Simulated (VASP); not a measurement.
Input of a VASP 6.6.1 run:

Contents of POSCAR:

```
AlGa2P3
1.0
   -1.9473321120      1.9473321120      8.2576619480
    1.9473321120     -1.9473321120      8.2576619480
    1.9473321120      1.9473321120     -8.2576619480
Al Ga P
1 2 3
Direct
    0.5000000000      0.5000000000      0.0000000000
    0.8333252402      0.8333252402      0.0000000000
    0.1666747598      0.1666747598      0.0000000000
    0.4170358245      0.9170358245      0.5000000000
    0.0829641755      0.5829641755      0.5000000000
    0.7500000000      0.2500000000      0.5000000000
```

INCAR.step1

```
SYSTEM = AlGa2P3
ALGO     = Normal         ! electronic algorithm
EDIFF    = 1E-4           ! SCF threshold, eV
ENCUT    = 520            ! plane-wave cutoff, eV
GGA      = PE             ! functional
ISMEAR   = 0              ! smearing method
LASPH    = .True.         ! aspherical terms in the spheres
LCHARG   = .False.        ! write CHGCAR
LREAL    = .False.        ! projectors in reciprocal space
LWAVE    = .True.         ! write WAVECAR
NBANDS   = 31             ! bands
NELM     = 80             ! most SCF steps
PREC     = Accurate       ! precision mode
SIGMA    = 0.02           ! smearing width, eV
```

The input INCAR.step2:

```
SYSTEM = AlGa2P3
ALGO     = Normal         ! electronic algorithm
EDIFF    = 1E-6           ! SCF threshold, eV
ENCUT    = 520            ! plane-wave cutoff, eV
ISIF     = 2              ! what is computed and relaxed
ISMEAR   = 0              ! smearing method
ISTART   = 1            
LASPH    = .True.         ! aspherical terms in the spheres
LCHARG   = .False.        ! write CHGCAR
LMIXTAU  = .True.       
LREAL    = .False.        ! projectors in reciprocal space
LWAVE    = .False.        ! write WAVECAR
METAGGA  = R2SCAN         ! meta-GGA
NBANDS   = 31             ! bands
NELM     = 80             ! most SCF steps
PREC     = Accurate       ! precision mode
SIGMA    = 0.02           ! smearing width, eV
```

KPOINTS

```
k-points
0
Gamma
  10 10 10
  0 0 0
```

Potentials or basis: VASP PAW PBE potentials, release 64 (Al, Ga_d, P).

Command:

```sh
$ cat potpaw_PBE.64/Al/POTCAR potpaw_PBE.64/Ga_d/POTCAR potpaw_PBE.64/P/POTCAR > POTCAR
$ cp INCAR.step1 INCAR
$ mpirun -np 1 vasp_std > vasp.out
$ cp INCAR.step2 INCAR
$ mpirun -np 1 vasp_std > vasp.out
```

Task: Predict the band gap on the k mesh.

Result: 1.95 eV (least direct gap 2.12 eV).

Task: What does it give for the pressure?

Result: -2.2 GPa.

Forces in eV/Å, atoms in the order of the input:
```
Al   0.000  0.000  0.000
Ga   0.000  0.000 -0.006
Ga   0.000  0.000  0.006
P    0.000  0.000 -0.049
P    0.000  0.000  0.049
P    0.000  0.000  0.000
```

Caveat: the PAW data sets were made with another functional, which shifts forces and pressure a little. A k mesh can miss the band edges.
